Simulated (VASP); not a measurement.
Here is a VASP 6.6.1 calculation.

The input INCAR:

```
SYSTEM = GdIn
PREC = Accurate
ENCUT = 600
EDIFF = 1E-7
ISMEAR = -1
SIGMA = 0.05
LREAL = .FALSE.
LASPH = .TRUE.
NELM = 150
ALGO = Normal
ISIF = 3
LWAVE = .FALSE.
LCHARG = .FALSE.
ISPIN = 2
MAGMOM = 7 0
LORBIT = 11
LMAXMIX = 6
GGA = PS
IBRION = 2
NSW = 100
EDIFFG = -0.005
```

KPOINTS

```
Automatic mesh
0
G
  9 9 9
  0 0 0
```

The input POSCAR:

```
GdIn
1.0
    3.8300000000      0.0000000000      0.0000000000
    0.0000000000      3.8300000000      0.0000000000
    0.0000000000      0.0000000000      3.8300000000
Gd In
1 1
Direct
    0.0000000000      0.0000000000      0.0000000000
    0.5000000000      0.5000000000      0.5000000000
```

Potentials or basis: VASP PAW PBE potentials, release 64 (Gd, In_d).

Run with:

```bash
$ cat potpaw_PBE.64/Gd/POTCAR potpaw_PBE.64/In_d/POTCAR > POTCAR
$ mpirun -np 1 vasp_std > vasp.out
```

Task: Predict the space group after relaxing (to 0.05 Å).

Result: Pm-3m (No. 221).

Task: Predict the relaxed cell.

Result: a = 3.744 Å, b = 3.744 Å, c = 3.744 Å, α = 90.00°, β = 90.00°, γ = 90.00°.

Task: Predict the site moments.

Result: Gd +6.85; In -0.03 μB.

Final structure:
```
Gd In
1.0
     3.74411    0.00000    0.00000
     0.00000    3.74411    0.00000
     0.00000    0.00000    3.74411
Gd In
1 1
Direct
  0.00000 0.00000 0.00000
  0.50000 0.50000 0.50000
```

 The state reached can hang on the start; a lower one may exist.
